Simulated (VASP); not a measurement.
# Cu (I4/mmm) in VASP: single point with PBE

Aim: the single point of Cu with PBE.

Program: VASP 6.6.1. These are calculated values, not measurements. Logs are shortened: lines on timing, memory, paths and dates and some standing lists are left out, and cuts for length are marked.

### Step 1. The cell of the first run

It takes space group I4/mmm (No. 139, tetragonal). The conventional cell has a = 2.519 Å, b = 2.519 Å, c = 3.723 Å, α = 90.00°, β = 90.00°, γ = 90.00°. Cu (site symmetry 4/mmm) has 12 Cu at 2.52 to 2.58 Å within 3.3 Å.

### Step 2. Single point, PBE (z stretched by +3 % at fixed volume)

File INCAR:

```
  PREC = Accurate
  ENCUT = 600
  EDIFF = 1E-6
  ISMEAR = -1
  SIGMA = 0.03
  LREAL = F
  LASPH = T
  NELM = 120
  ALGO = Normal
  ISIF = 2
  LWAVE = F
  LCHARG = F
  GGA = PE
  NBANDS = 12
  GGA_COMPAT = F
```

File KPOINTS:

```
regular mesh
0
Gamma
  17 17 17
```

File POSCAR:

```
Cu
1.0
    0.0000000000      1.7809826704      1.8617250000
    1.7809826704      0.0000000000      1.8617250000
    1.7809826704      1.7809826704      0.0000000000
Cu
1
Direct
    0.0000000000      0.0000000000      0.0000000000
```

Potentials or basis: VASP PAW PBE potentials, release 64 (Cu).

Started as:

```bash
> cat potpaw_PBE.64/Cu/POTCAR > POTCAR
> mpirun -np 1 vasp_std > vasp.out
```

OUTCAR:

```text
PREC = Accurate
   ENCUT = 600
   EDIFF = 1E-6
   ISMEAR = -1
   LREAL = F
   LASPH = T
   NELM = 120
   ISIF = 2
   GGA = PE

 ion  position               nearest neighbor table
   1  0.000  0.000  0.000-

  LATTYP: Found a body centered tetragonal cell.
 ALAT       =     2.5186898468
 C/A-ratio  =     1.4783281096

  Lattice vectors:

 A1 = (  -1.7809826704,   0.0000000000,   1.8617250000)
 A2 = (   1.7809826704,   0.0000000000,   1.8617250000)
 A3 = (   0.0000000000,   1.7809826704,  -1.8617250000)

Analysis of symmetry for initial positions (statically):
=====================================================================
 Subroutine PRICEL returns:
 Original cell was already a primitive cell.

 Routine SETGRP: Setting up the symmetry group for a
 body centered tetragonal supercell.

 Subroutine GETGRP returns: Found 16 space group operations
 (whereof 16 operations were pure point group operations)
 out of a pool of 16 trial point group operations.

The static configuration has the point symmetry D_4h.

Analysis of symmetry for dynamics (positions and initial velocities):
=====================================================================
 Subroutine PRICEL returns:
 Original cell was already a primitive cell.

 Routine SETGRP: Setting up the symmetry group for a
 body centered tetragonal supercell.

 Subroutine GETGRP returns: Found 16 space group operations
 (whereof 16 operations were pure point group operations)
 out of a pool of 16 trial point group operations.

The dynamic configuration has the point symmetry D_4h.

 Subroutine INISYM returns: Found 16 space group operations
 (whereof 16 operations are pure point group operations),
 and found     1 'primitive' translations

----------------------------------------------------------------------------------------

                                     Primitive cell

  volume of cell :      11.8104

  direct lattice vectors                    reciprocal lattice vectors
     0.000000000  1.780982670  1.861725000    -0.280743888  0.280743888  0.268568129
     1.780982670  0.000000000  1.861725000     0.280743888 -0.280743888  0.268568129
     1.780982670  1.780982670  0.000000000     0.280743888  0.280743888 -0.268568129

  length of vectors
     2.576415969  2.576415969  2.518689847     0.479336105  0.479336105  0.479336105

  position of ions in fractional coordinates (direct lattice)
     0.000000000  0.000000000  0.000000000

  ion indices of the primitive-cell ions
   primitive index   ion index
                 1           1

----------------------------------------------------------------------------------------

 KPOINTS: regular mesh

Automatic generation of k-mesh.
 Grid dimensions read from file:
 generate k-points for:   17   17   17

 Generating k-lattice:

  Cartesian coordinates                     Fractional coordinates (reciprocal lattice)
    -0.016514346  0.016514346  0.015798125     0.058823529  0.000000000  0.000000000
     0.016514346 -0.016514346  0.015798125     0.000000000  0.058823529  0.000000000
     0.016514346  0.016514346 -0.015798125    -0.000000000 -0.000000000  0.058823529

  Length of vectors
     0.028196241  0.028196241  0.028196241

  Shift w.r.t. Gamma in fractional coordinates (k-lattice)
     0.000000000  0.000000000  0.000000000

 Subroutine IBZKPT returns following result:
 ===========================================

 Found    405 irreducible k-points:

 Following reciprocal coordinates:
            Coordinates               Weight
  0.000000  0.000000  0.000000      1.000000
  0.058824 -0.000000  0.000000      8.000000
  0.117647 -0.000000  0.000000      8.000000
  0.176471  0.000000  0.000000      8.000000
  0.235294 -0.000000  0.000000      8.000000
  0.294118  0.000000  0.000000      8.000000
[... 16 lines left out ...]
 -0.176471  0.058824  0.000000      8.000000
 -0.117647  0.058824  0.000000      8.000000
 [... further k-points ...]
   k-points           NKPTS =    405   k-points in BZ     NKDIM =    405   number of bands    NBANDS=     12
   number of dos      NEDOS =    301   number of ions     NIONS =      1
   total plane-waves  NPLWV =  11520
   dimension x,y,z NGX =    24 NGY =   24 NGZ =   20
   dimension x,y,z NGXF=    48 NGYF=   48 NGZF=   40
   ions per type =               1
   NGX,Y,Z   is equivalent  to a cutoff of  15.49, 15.49, 13.20 a.u.
   NGXF,Y,Z  is equivalent  to a cutoff of  30.97, 30.97, 26.40 a.u.
 SYSTEM =  unknown system
   PREC   = accura    normal or accurate (medium, high low for compatibility)
   ISTART =      0    job   : 0-new  1-cont  2-samecut
   ICHARG =      2    charge: 1-file 2-atom 10-const
   ISPIN  =      1    spin polarized calculation?
   LNONCOLLINEAR =      F non collinear calculations
   LSORBIT =      F    spin-orbit coupling
   LASPH  =      T    aspherical Exc in radial PAW
   ENCUT  =  600.0 eV  44.10 Ry    6.64 a.u.   5.15  5.15  5.03*2*pi/ulx,y,z
   NELM   =    120;   NELMIN=  2; NELMDL= -5     # of ELM steps
   EDIFF  = 0.1E-05   stopping-criterion for ELM
   LREAL  =      F    real-space projection
   EDIFFG = 0.1E-04   stopping-criterion for IOM
   NSW    =      0    number of steps for IOM
   IBRION =     -1    ionic relax: 0-MD 1-quasi-New 2-CG
   NFREE  =      0    steps in history (QN), initial steepest desc. (CG)
   ISIF   =      2    stress and relaxation
   ISYM   =      2    0-nonsym 1-usesym 2-fastsym
   POTIM  = 0.5000    time-step for ionic-motion
   TEBEG  =    0.0;   TEEND  =   0.0 temperature during run
   PSTRESS=    0.0 pullay stress
   NELECT =      11.0000    total number of electrons
   NUPDOWN=      -1.0000    fix difference up-down
   EMIN   =  10.00;   EMAX   =-10.00  energy-range for DOS
   EFERMI =   0.00;   METHOD = LEGACY
   ISMEAR =    -1;   SIGMA  =   0.03  broadening in eV -4-tet -1-fermi 0-gaus
   EFERMI_NEDOS =   21; number of points for ismear=-14 and -15
   IALGO  =     38    algorithm
   IMIX   =      4    mixing-type and parameters
     AMIX     =   0.40;   BMIX     =  1.00
     AMIX_MAG =   1.60;   BMIX_MAG =  1.00
  volume/ion in A,a.u.               =      11.81        79.70
  Fermi-wavevector in a.u.,A,eV,Ry     =   1.598763  3.021224 34.777078  2.556043
  Thomas-Fermi vector in A             =   2.696162
   LORBIT       =      0    0 simple, 1 ext, 2 COOP (PROOUT), +10 PAW based schemes
   GGA     = PE    functional components
   LHFCALC =     F    Hartree Fock is set to
   AEXX    =    0.0000 exact exchange contribution
   IVDW    =     0    specifies the selected vdW correction
   LEPSILON=     F    determine dielectric tensor
   LRPA    =     F    only Hartree local field effects (RPA)
 non-spin polarized calculation
  energy-cutoff  :      600.00
  volume of cell :       11.81
 maximum number of plane-waves:       405
 NGX is ok and might be reduce to    24
   NGX = 11   NGY = 11   NGZ =  9

 number of electron      11.0000000 magnetization

 Free energy of the ion-electron system (eV)
  ---------------------------------------------------
  ext. energy  EPLUGINS =         0.00000000
  ---------------------------------------------------
  free energy    TOTEN  =        -3.72192492 eV

  energy without entropy =       -3.72052185  energy(sigma->0) =       -3.72122339

 E-fermi :   7.6365     XC(G=0): -12.7268

 val. band max:        7.6226277531   @ k =  -0.4118   0.1176   0.0000
 cond. band min:       7.6372833130   @ k =  -0.2941   0.0000   0.2353
 fundamental gap:      0.0146555599
 Fermi energy:         7.6364749163

 k-point     1 :       0.0000    0.0000    0.0000
  band No.  band energies     occupation
      1      -1.7659      2.00000
      2       4.4064      2.00000
      3       4.6269      2.00000
      4       4.6269      2.00000
      5       5.2548      2.00000
      6       5.4771      2.00000
      7      30.2168      0.00000
      8      32.7357      0.00000
      9      32.8969      0.00000
     10      32.8969      0.00000
     11      35.3006      0.00000
     12      35.3006      0.00000

 k-point     2 :       0.0588   -0.0000    0.0000
  band No.  band energies     occupation
      1      -1.6396      2.00000
      2       4.4147      2.00000
      3       4.6157      2.00000
      4       4.6504      2.00000
      5       5.2488      2.00000
      6       5.4646      2.00000
      7      29.4630      0.00000
      8      31.4097      0.00000
      9      32.3648      0.00000
     10      32.5202      0.00000
     11      35.8695      0.00000
     12      35.9575      0.00000

 k-point     3 :       0.1176   -0.0000    0.0000
  band No.  band energies     occupation
      1      -1.2657      2.00000
      2       4.4063      2.00000
      3       4.6104      2.00000
      4       4.7117      2.00000
      5       5.2432      2.00000
      6       5.4361      2.00000
      7      26.7930      0.00000
      8      30.8336      0.00000
      9      31.6209      0.00000
     10      31.8636      0.00000
     11      36.7176      0.00000
     12      37.0639      0.00000
[... 286 lines left out ...]
 k-point    23 :      -0.1765    0.0588    0.0000
  band No.  band energies     occupation
      1      -0.2810      2.00000
      2       4.3162      2.00000
      3       4.6143      2.00000
      4       4.8252      2.00000
      5       5.3215      2.00000
      6       5.4193      2.00000
      7      22.7028      0.00000
      8      27.3513      0.00000
      9      31.9200      0.00000
     10      33.0081      0.00000
     11      35.9753      0.00000
     12      36.8747      0.00000

 k-point    24 :      -0.1176    0.0588    0.0000
  band No.  band energies     occupation
      1      -0.9606      2.00000
      2       4.4246      2.00000
      3       4.5713      2.00000
      4       4.7549      2.00000
      5       5.3223      2.00000
      6       5.3519      2.00000
      7      25.7217      0.00000
      8      28.1466      0.00000
      9      32.0161      0.00000
     10      33.3934      0.00000
     11      36.1789      0.00000
     12      36.3025      0.00000

 [... further k-points ...]

------------------------ aborting loop because EDIFF is reached ----------------------------------------

  FORCE on cell =-STRESS in cart. coord.  units (eV):
  Direction    XX          YY          ZZ          XY          YZ          ZX
  --------------------------------------------------------------------------------------
  -------------------------------------------------------------------------------------
  Total        0.2527502      0.2527502      0.0106011      0.0000000      0.0000000      0.0000000
  in kB       34.2876096     34.2876096      1.4381185      0.0000000      0.0000000      0.0000000
  external PRESSURE =      23.3377792 kB  Pullay stress =       0.0000000 kB

 VOLUME and BASIS-vectors are now :
 -----------------------------------------------------------------------------
  energy-cutoff  :      600.00
  volume of cell :       11.81
      direct lattice vectors                 reciprocal lattice vectors
     0.000000000  1.780982670  1.861725000    -0.280743888  0.280743888  0.268568129
     1.780982670  0.000000000  1.861725000     0.280743888 -0.280743888  0.268568129
     1.780982670  1.780982670  0.000000000     0.280743888  0.280743888 -0.268568129

 POSITION                                       TOTAL-FORCE (eV/Angst)
 -----------------------------------------------------------------------------------
      0.00000      0.00000      0.00000         0.000000     -0.000000      0.000000
 -----------------------------------------------------------------------------------
    total drift:                                0.000000      0.000000     -0.000000

  FREE ENERGIE OF THE ION-ELECTRON SYSTEM (eV)
  ---------------------------------------------------
  free  energy   TOTEN  =        -3.7219249222 eV

  energy  without entropy=       -3.7205218526  energy(sigma->0) =       -3.72122339
```

It took 70 s on 1 thread of AMD EPYC 7R13, shared host; peak memory 0.19 GiB.

Results:

```yaml
Free_energy: -3.7219 eV
Pressure: 2.3 GPa
Band_gap_on_the_k_mesh: zero (an odd number of electrons rules out a gap without spin polarisation)
```
